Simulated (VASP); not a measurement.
Wanted: the native input for a VASP 6.6.1 run.

```
Task                   : single point
Functional             : r2SCAN
Potentials or basis    : VASP PAW PBE potentials, release 64 (Na_pv, H)
Cutoff                 : 520 eV
k mesh                 : 6 × 6 × 6
Occupations            : gaussian, width 0.01 eV
Spin                   : no spin polarisation
Dipole correction      : no
Further INCAR settings : ALGO = Normal; EDIFF = 1e-06; NBANDS = 11
```

The system is NaH.

```
Na H
1.0
     0.00000    2.39751    2.39751
     2.39751    0.00000    2.39751
     2.39751    2.39751    0.00000
Na H
1 1
Cartesian
  0.0000 0.0000 0.0000
  2.3975 2.3975 2.3975
```

The input as run:

POSCAR

```
NaH
1.0
    0.0000000000      2.3975116371      2.3975116371
    2.3975116371      0.0000000000      2.3975116371
    2.3975116371      2.3975116371      0.0000000000
Na H
1 1
Direct
    0.0000000000      0.0000000000      0.0000000000
    0.5000000000      0.5000000000      0.5000000000
```

INCAR.step1

```
SYSTEM = NaH
  PREC = Accurate
  ENCUT = 520
  ISMEAR = 0
  SIGMA = 0.01
  LREAL = .FALSE.
  LASPH = .TRUE.
  NELM = 60
  NBANDS = 11
  GGA = PE
  ALGO = Normal
  EDIFF = 1E-4
  LWAVE = .TRUE.
  LCHARG = .FALSE.
```

INCAR.step2

```
SYSTEM = NaH
  PREC = Accurate
  ENCUT = 520
  EDIFF = 1E-6
  ISMEAR = 0
  SIGMA = 0.01
  LREAL = .FALSE.
  LASPH = .TRUE.
  NELM = 60
  ALGO = Normal
  ISIF = 2
  LWAVE = .FALSE.
  LCHARG = .FALSE.
  METAGGA = R2SCAN
  LMIXTAU = .TRUE.
  NBANDS = 11
  ISTART = 1
```

KPOINTS

```
regular mesh
0
G
  6 6 6
  0 0 0
```

Potentials or basis: VASP PAW PBE potentials, release 64 (Na_pv, H).

Launch:

```sh
$ cat potpaw_PBE.64/Na_pv/POTCAR potpaw_PBE.64/H/POTCAR > POTCAR
$ cp INCAR.step1 INCAR
$ mpirun -np 1 vasp_std > vasp.out
$ cp INCAR.step2 INCAR
$ mpirun -np 1 vasp_std > vasp.out
```

Results of the run:

```json
{
  "Pressure": "-0.3 GPa",
  "Band gap on the k mesh": "4.46 eV, indirect (least direct gap 5.26 eV)"
}
```

Caveat: the PAW data sets were made with another functional, which shifts forces and pressure a little.

Run time: 15 s on 1 thread of Intel(R) Xeon(R) 6975P-C (Granite Rapids) (shared host), peak memory 0.15 GiB.
